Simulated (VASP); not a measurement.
# ReBi (CsCl type) (Pm-3m) in VASP: a series of runs

The runs below take ReBi (CsCl type) through single point, with PBE.

Everything below comes from runs of VASP 6.6.1. Logs are shortened: lines on timing, memory, paths and dates and some standing lists are left out, and cuts for length are marked.

### 1 The cell of the first run

The structure is cubic, space group Pm-3m (No. 221). Conventional cell: a = 2.695 Å, b = 2.695 Å, c = 2.695 Å, α = 90.00°, β = 90.00°, γ = 90.00°. Re (site symmetry m-3m) has 8 Bi at 2.33 Å and 6 Re at 2.70 Å within 3.1 Å. Bi (site symmetry m-3m) has 8 Re at 2.33 Å and 6 Bi at 2.70 Å within 3.1 Å.

### 2 Single point, PBE (9.79 Å³/atom)

The input, INCAR:

```
PREC = Accurate
ENCUT = 520
EDIFF = 1E-6
ISMEAR = -1
SIGMA = 0.05
LREAL = False
LASPH = True
NELM = 80
ALGO = Normal
ISIF = 2
LWAVE = False
LCHARG = False
GGA = PE
NBANDS = 18
```

The input, KPOINTS:

```
regular mesh
0
Gamma
  11 11 11
```

The input, POSCAR:

```
ReBi
1.0
    2.6952071349      0.0000000000      0.0000000000
    0.0000000000      2.6952071349      0.0000000000
    0.0000000000      0.0000000000      2.6952071349
Re Bi
1 1
Direct
    0.0000000000      0.0000000000      0.0000000000
    0.5000000000      0.5000000000      0.5000000000
```

Potentials or basis: VASP PAW PBE potentials, release 64 (Re, Bi_d).

Started as:

```sh
cat potpaw_PBE.64/Re/POTCAR potpaw_PBE.64/Bi_d/POTCAR > POTCAR
mpirun -np 1 vasp_std > vasp.out
```

OUTCAR:

```text
PREC = Accurate
   ENCUT = 520
   EDIFF = 1E-6
   ISMEAR = -1
   LREAL = False
   LASPH = True
   NELM = 80
   ISIF = 2
   GGA = PE

 ion  position               nearest neighbor table
   1  0.000  0.000  0.000-   2 2.33   2 2.33   2 2.33   2 2.33   2 2.33   2 2.33   2 2.33   2 2.33

   2  0.500  0.500  0.500-   1 2.33   1 2.33   1 2.33   1 2.33   1 2.33   1 2.33   1 2.33   1 2.33

  LATTYP: Found a simple cubic cell.
 ALAT       =     2.6952071349

  Lattice vectors:

 A1 = (   2.6952071349,   0.0000000000,   0.0000000000)
 A2 = (   0.0000000000,   2.6952071349,   0.0000000000)
 A3 = (   0.0000000000,   0.0000000000,   2.6952071349)

Analysis of symmetry for initial positions (statically):
=====================================================================
 Subroutine PRICEL returns:
 Original cell was already a primitive cell.

 Routine SETGRP: Setting up the symmetry group for a
 simple cubic supercell.

 Subroutine GETGRP returns: Found 48 space group operations
 (whereof 48 operations were pure point group operations)
 out of a pool of 48 trial point group operations.

The static configuration has the point symmetry O_h .

Analysis of symmetry for dynamics (positions and initial velocities):
=====================================================================
 Subroutine PRICEL returns:
 Original cell was already a primitive cell.

 Routine SETGRP: Setting up the symmetry group for a
 simple cubic supercell.

 Subroutine GETGRP returns: Found 48 space group operations
 (whereof 48 operations were pure point group operations)
 out of a pool of 48 trial point group operations.

The dynamic configuration has the point symmetry O_h .

 Subroutine INISYM returns: Found 48 space group operations
 (whereof 48 operations are pure point group operations),
 and found     1 'primitive' translations

----------------------------------------------------------------------------------------

                                     Primitive cell

  volume of cell :      19.5784

  direct lattice vectors                    reciprocal lattice vectors
     2.695207135  0.000000000  0.000000000     0.371028997  0.000000000  0.000000000
     0.000000000  2.695207135  0.000000000     0.000000000  0.371028997  0.000000000
     0.000000000  0.000000000  2.695207135     0.000000000  0.000000000  0.371028997

  length of vectors
     2.695207135  2.695207135  2.695207135     0.371028997  0.371028997  0.371028997

  position of ions in fractional coordinates (direct lattice)
     0.000000000  0.000000000  0.000000000
     0.500000000  0.500000000  0.500000000

  ion indices of the primitive-cell ions
   primitive index   ion index
                 1           1
                 2           2

----------------------------------------------------------------------------------------

 KPOINTS: regular mesh

Automatic generation of k-mesh.
 Grid dimensions read from file:
 generate k-points for:   11   11   11

 Generating k-lattice:

  Cartesian coordinates                     Fractional coordinates (reciprocal lattice)
     0.033729909  0.000000000  0.000000000     0.090909091  0.000000000  0.000000000
     0.000000000  0.033729909  0.000000000     0.000000000  0.090909091  0.000000000
     0.000000000  0.000000000  0.033729909     0.000000000  0.000000000  0.090909091

  Length of vectors
     0.033729909  0.033729909  0.033729909

  Shift w.r.t. Gamma in fractional coordinates (k-lattice)
     0.000000000  0.000000000  0.000000000

 Subroutine IBZKPT returns following result:
 ===========================================

 Found     56 irreducible k-points:

 Following reciprocal coordinates:
            Coordinates               Weight
  0.000000  0.000000  0.000000      1.000000
  0.090909  0.000000  0.000000      6.000000
  0.181818  0.000000  0.000000      6.000000
  0.272727  0.000000  0.000000      6.000000
  0.363636  0.000000  0.000000      6.000000
  0.454545  0.000000  0.000000      6.000000
[... 16 lines left out ...]
  0.181818  0.090909  0.090909     24.000000
  0.272727  0.090909  0.090909     24.000000
 [... further k-points ...]
   k-points           NKPTS =     56   k-points in BZ     NKDIM =     56   number of bands    NBANDS=     18
   number of dos      NEDOS =    301   number of ions     NIONS =      2
   total plane-waves  NPLWV =   8000
   dimension x,y,z NGX =    20 NGY =   20 NGZ =   20
   dimension x,y,z NGXF=    40 NGYF=   40 NGZF=   40
   ions per type =               1   1
   NGX,Y,Z   is equivalent  to a cutoff of  12.34, 12.34, 12.34 a.u.
   NGXF,Y,Z  is equivalent  to a cutoff of  24.67, 24.67, 24.67 a.u.
 SYSTEM =  unknown system
   PREC   = accura    normal or accurate (medium, high low for compatibility)
   ISTART =      0    job   : 0-new  1-cont  2-samecut
   ICHARG =      2    charge: 1-file 2-atom 10-const
   ISPIN  =      1    spin polarized calculation?
   LNONCOLLINEAR =      F non collinear calculations
   LSORBIT =      F    spin-orbit coupling
   LASPH  =      T    aspherical Exc in radial PAW
   ENCUT  =  520.0 eV  38.22 Ry    6.18 a.u.   5.01  5.01  5.01*2*pi/ulx,y,z
   NELM   =     80;   NELMIN=  2; NELMDL= -5     # of ELM steps
   EDIFF  = 0.1E-05   stopping-criterion for ELM
   LREAL  =      F    real-space projection
   EDIFFG = 0.1E-04   stopping-criterion for IOM
   NSW    =      0    number of steps for IOM
   IBRION =     -1    ionic relax: 0-MD 1-quasi-New 2-CG
   NFREE  =      0    steps in history (QN), initial steepest desc. (CG)
   ISIF   =      2    stress and relaxation
   ISYM   =      2    0-nonsym 1-usesym 2-fastsym
   POTIM  = 0.5000    time-step for ionic-motion
   TEBEG  =    0.0;   TEEND  =   0.0 temperature during run
   PSTRESS=    0.0 pullay stress
   NELECT =      22.0000    total number of electrons
   NUPDOWN=      -1.0000    fix difference up-down
   EMIN   =  10.00;   EMAX   =-10.00  energy-range for DOS
   EFERMI =   0.00;   METHOD = LEGACY
   ISMEAR =    -1;   SIGMA  =   0.05  broadening in eV -4-tet -1-fermi 0-gaus
   EFERMI_NEDOS =   21; number of points for ismear=-14 and -15
   IALGO  =     38    algorithm
   IMIX   =      4    mixing-type and parameters
     AMIX     =   0.40;   BMIX     =  1.00
     AMIX_MAG =   1.60;   BMIX_MAG =  1.00
  volume/ion in A,a.u.               =       9.79        66.06
  Fermi-wavevector in a.u.,A,eV,Ry     =   1.701990  3.216294 39.412931  2.896769
  Thomas-Fermi vector in A             =   2.781841
   LORBIT       =      0    0 simple, 1 ext, 2 COOP (PROOUT), +10 PAW based schemes
   GGA     = PE    functional components
   LHFCALC =     F    Hartree Fock is set to
   AEXX    =    0.0000 exact exchange contribution
   IVDW    =     0    specifies the selected vdW correction
   LEPSILON=     F    determine dielectric tensor
   LRPA    =     F    only Hartree local field effects (RPA)
 non-spin polarized calculation
  energy-cutoff  :      520.00
  volume of cell :       19.58
 maximum number of plane-waves:       537
   NGX = 11   NGY = 11   NGZ = 11

 number of electron      22.0000004 magnetization

 Free energy of the ion-electron system (eV)
  ---------------------------------------------------
  ext. energy  EPLUGINS =         0.00000000
  ---------------------------------------------------
  free energy    TOTEN  =         4.86217333 eV

  energy without entropy =        4.86350599  energy(sigma->0) =        4.86283966

 E-fermi :  24.7698     XC(G=0): -16.5785

 val. band max:       24.7070737151   @ k =   0.1818   0.0909   0.0000
 cond. band min:      24.8500930762   @ k =   0.3636   0.0000   0.0000
 fundamental gap:      0.1430193611
 Fermi energy:        24.7697533089

 k-point     1 :       0.0000    0.0000    0.0000
  band No.  band energies     occupation
      1      -3.8582      2.00000
      2      -3.8582      2.00000
      3      -2.0039      2.00000
      4      -2.0039      2.00000
      5      -2.0039      2.00000
      6       1.0495      2.00000
[... 10 lines left out ...]
     17      34.5662      0.00000
     18      37.3591      0.00000

 k-point     2 :       0.0909    0.0000    0.0000
  band No.  band energies     occupation
      1      -3.8329      2.00000
      2      -3.7308      2.00000
      3      -2.0170      2.00000
      4      -2.0170      2.00000
      5      -1.9899      2.00000
      6       1.3312      2.00000
[... 10 lines left out ...]
     17      35.1148      0.00000
     18      38.1705      0.00000

 k-point     3 :       0.1818    0.0000    0.0000
  band No.  band energies     occupation
      1      -3.7642      2.00000
      2      -3.3850      2.00000
      3      -2.0513      2.00000
      4      -2.0513      2.00000
      5      -1.9521      2.00000
      6       2.1580      2.00000
[... 10 lines left out ...]
     17      36.7120      0.00000
     18      37.7720      0.00000

 k-point     4 :       0.2727    0.0000    0.0000
  band No.  band energies     occupation
      1      -3.6723      2.00000
      2      -2.9241      2.00000
      3      -2.0937      2.00000
      4      -2.0937      2.00000
      5      -1.9020      2.00000
      6       3.4848      2.00000
[... 10 lines left out ...]
     17      39.1242      0.00000
     18      39.1750      0.00000

 k-point     5 :       0.3636    0.0000    0.0000
  band No.  band energies     occupation
      1      -3.5859      2.00000
      2      -2.4936      2.00000
      3      -2.1304      2.00000
      4      -2.1304      2.00000
      5      -1.8554      2.00000
      6       5.2569      2.00000
[... 10 lines left out ...]
     17      38.7296      0.00000
     18      41.6534      0.00000

 k-point     6 :       0.4545    0.0000    0.0000
  band No.  band energies     occupation
      1      -3.5338      2.00000
      2      -2.2353      2.00000
      3      -2.1512      2.00000
      4      -2.1512      2.00000
      5      -1.8276      2.00000
      6       7.3780      2.00000
[... 307 lines left out ...]
 k-point    21 :       0.4545    0.4545    0.0000
  band No.  band energies     occupation
      1      -3.3081      2.00000
      2      -3.2106      2.00000
      3      -2.6836      2.00000
      4      -2.6578      2.00000
      5      -1.1344      2.00000
      6       7.6044      2.00000
[... 10 lines left out ...]
     17      33.4005      0.00000
     18      41.8904      0.00000

 k-point    22 :       0.0909    0.0909    0.0909
  band No.  band energies     occupation
      1      -3.6328      2.00000
      2      -3.6328      2.00000
      3      -2.0717      2.00000
      4      -2.0717      2.00000
      5      -1.9637      2.00000
      6       1.8963      2.00000
[... 10 lines left out ...]
     17      35.1327      0.00000
     18      40.6896      0.00000

 k-point    23 :       0.1818    0.0909    0.0909
  band No.  band energies     occupation
      1      -3.5756      2.00000
      2      -3.2896      2.00000
      3      -2.1619      2.00000
      4      -2.1034      2.00000
      5      -1.9617      2.00000
      6       2.7028      2.00000
[... 10 lines left out ...]
     17      36.4420      0.00000
     18      40.3013      0.00000

 k-point    24 :       0.2727    0.0909    0.0909
  band No.  band energies     occupation
      1      -3.4995      2.00000
      2      -2.8342      2.00000
      3      -2.2667      2.00000
      4      -2.1426      2.00000
      5      -1.9574      2.00000
      6       3.9661      2.00000
[... 10 lines left out ...]
     17      38.5820      0.00000
     18      40.3870      0.00000

 [... further k-points ...]
[... 5 lines left out ...]
  --------------------------------------------------------------------------------------
  -------------------------------------------------------------------------------------
  Total       73.2054095     73.2054095     73.2054095     -0.0000000     -0.0000000      0.0000000
  in kB     5990.6964390   5990.6964390   5990.6964390     -0.0000000     -0.0000000      0.0000000
  external PRESSURE =    5990.6964390 kB  Pullay stress =       0.0000000 kB

 VOLUME and BASIS-vectors are now :
 -----------------------------------------------------------------------------
  energy-cutoff  :      520.00
  volume of cell :       19.58
      direct lattice vectors                 reciprocal lattice vectors
     2.695207135  0.000000000  0.000000000     0.371028997  0.000000000  0.000000000
     0.000000000  2.695207135  0.000000000     0.000000000  0.371028997  0.000000000
     0.000000000  0.000000000  2.695207135     0.000000000  0.000000000  0.371028997

 POSITION                                       TOTAL-FORCE (eV/Angst)
 -----------------------------------------------------------------------------------
      0.00000      0.00000      0.00000         0.000000      0.000000      0.000000
      1.34760      1.34760      1.34760         0.000000      0.000000      0.000000
 -----------------------------------------------------------------------------------
    total drift:                               -0.000000      0.000000     -0.000000

  FREE ENERGIE OF THE ION-ELECTRON SYSTEM (eV)
  ---------------------------------------------------
  free  energy   TOTEN  =         4.8621733341 eV

  energy  without entropy=        4.8635059864  energy(sigma->0) =        4.86283966
```

It took 9.3 s on 1 thread of Intel Xeon Platinum 8559C (Emerald Rapids), shared host; peak memory 0.14 GiB.

Results:

```yaml
Free_energy: 4.8622 eV
Pressure: 599.1 GPa
Band_gap_on_the_k_mesh: zero (bands 11 and 12 overlap by 2.66 eV)
```

Caveat: the cell stands under pressure; spin-orbit coupling is left out, which moves the levels of the heavy elements.

### 3 Single point, PBE (11.75 Å³/atom)

This run uses another cell than the first one, of 11.75 Å³/atom.

The input, INCAR:

```
SYSTEM = ReBi
PREC = Accurate
ENCUT = 520
EDIFF = 1E-6
ISMEAR = -1
SIGMA = 0.05
LREAL = .False.
LASPH = .True.
NELM = 60
ALGO = Normal
ISIF = 2
LWAVE = .False.
LCHARG = .False.
GGA = PE
NBANDS = 18
```

The input, KPOINTS:

```
regular mesh
0
Gamma
  11 11 11
  0 0 0
```

The input, POSCAR:

```
ReBi
1.0
    2.8640849576      0.0000000000      0.0000000000
    0.0000000000      2.8640849576      0.0000000000
    0.0000000000      0.0000000000      2.8640849576
Re Bi
1 1
Direct
    0.0000000000      0.0000000000      0.0000000000
    0.5000000000      0.5000000000      0.5000000000
```

Potentials or basis: VASP PAW PBE potentials, release 64 (Re, Bi_d).

Started as:

```sh
cat potpaw_PBE.64/Re/POTCAR potpaw_PBE.64/Bi_d/POTCAR > POTCAR
mpirun -np 1 vasp_std > vasp.out
```

It took 10 s on 1 thread of Intel Xeon Platinum 8559C (Emerald Rapids), shared host; peak memory 0.15 GiB.

It converged, with:

```yaml
Free_energy: -5.4563 eV
Pressure: 285.8 GPa
Band_gap_on_the_k_mesh: zero (bands 11 and 12 overlap by 2.07 eV)
```

Levels at points of the mesh, in eV from the Fermi level:
```csv
k point,band 8,band 9,band 10,band 11,band 12,band 13,band 14,band 15
"(0.00, 0.00, 0.00)",-6.39,-0.07,-0.07,-0.07,1.04,1.04,1.04,9.53
```

Caveat: the cell stands under pressure; spin-orbit coupling is left out, which moves the levels of the heavy elements.

### 4 Single point, PBE (11.75 Å³/atom)

This run uses another cell than the first one, of 11.75 Å³/atom.

The input, INCAR:

```
PREC = Accurate
ENCUT = 520
EDIFF = 1E-6
ISMEAR = -1
SIGMA = 0.05
LREAL = F
LASPH = T
NELM = 100
ALGO = Normal
ISIF = 2
LWAVE = F
LCHARG = T
GGA = PE
LELF = T
LVHAR = T
NBANDS = 18
```

The input, KPOINTS:

```
regular mesh
0
Gamma
  11 11 11
```

POSCAR is that of step 3.

Potentials or basis: VASP PAW PBE potentials, release 64 (Re, Bi_d).

Started as:

```sh
cat potpaw_PBE.64/Re/POTCAR potpaw_PBE.64/Bi_d/POTCAR > POTCAR
mpirun -np 1 vasp_std > vasp.out
```

OUTCAR:

```text
PREC = Accurate
   ENCUT = 520
   EDIFF = 1E-6
   ISMEAR = -1
   LREAL = F
   LASPH = T
   NELM = 100
   ISIF = 2
   GGA = PE

 ion  position               nearest neighbor table
   1  0.000  0.000  0.000-   2 2.48   2 2.48   2 2.48   2 2.48   2 2.48   2 2.48   2 2.48   2 2.48

   2  0.500  0.500  0.500-   1 2.48   1 2.48   1 2.48   1 2.48   1 2.48   1 2.48   1 2.48   1 2.48

  LATTYP: Found a simple cubic cell.
 ALAT       =     2.8640849576

  Lattice vectors:

 A1 = (   2.8640849576,   0.0000000000,   0.0000000000)
[... 190 lines left out ...]
      5      -5.3357      2.00000
      6      -0.8610      2.00000
[... 481 lines left out ...]
      5      -5.3263      2.00000
      6       1.4325      2.00000
[... 10 lines left out ...]
     17      33.9629      0.00000
     18      34.0812      0.00000

 [... further k-points ...]
[... 5 lines left out ...]
  --------------------------------------------------------------------------------------
  -------------------------------------------------------------------------------------
  Total       41.9032704     41.9032704     41.9032704      0.0000000     -0.0000000      0.0000000
  in kB     2857.5958905   2857.5958905   2857.5958905      0.0000000     -0.0000000      0.0000000
  external PRESSURE =    2857.5958905 kB  Pullay stress =       0.0000000 kB

 VOLUME and BASIS-vectors are now :
 -----------------------------------------------------------------------------
  energy-cutoff  :      520.00
  volume of cell :       23.49
      direct lattice vectors                 reciprocal lattice vectors
     2.864084958  0.000000000  0.000000000     0.349151654  0.000000000  0.000000000
     0.000000000  2.864084958  0.000000000     0.000000000  0.349151654  0.000000000
     0.000000000  0.000000000  2.864084958     0.000000000  0.000000000  0.349151654

 POSITION                                       TOTAL-FORCE (eV/Angst)
 -----------------------------------------------------------------------------------
      0.00000      0.00000      0.00000         0.000000      0.000000      0.000000
      1.43204      1.43204      1.43204         0.000000      0.000000      0.000000
 -----------------------------------------------------------------------------------
    total drift:                                0.000000     -0.000000     -0.000000

  FREE ENERGIE OF THE ION-ELECTRON SYSTEM (eV)
  ---------------------------------------------------
  free  energy   TOTEN  =        -5.4562932618 eV

  energy  without entropy=       -5.4529807237  energy(sigma->0) =       -5.45463699
```

Wall time 11 s (1 thread of Intel Xeon Platinum 8559C (Emerald Rapids), shared host); peak memory 0.16 GiB.

What came out:

| Item | Value |
| --- | --- |
| Free energy | -5.4563 eV |
| Pressure | 285.8 GPa |
| Band gap on the k mesh | zero (bands 11 and 12 overlap by 2.07 eV) |

Caveat: the cell stands under pressure; spin-orbit coupling is left out, which moves the levels of the heavy elements.
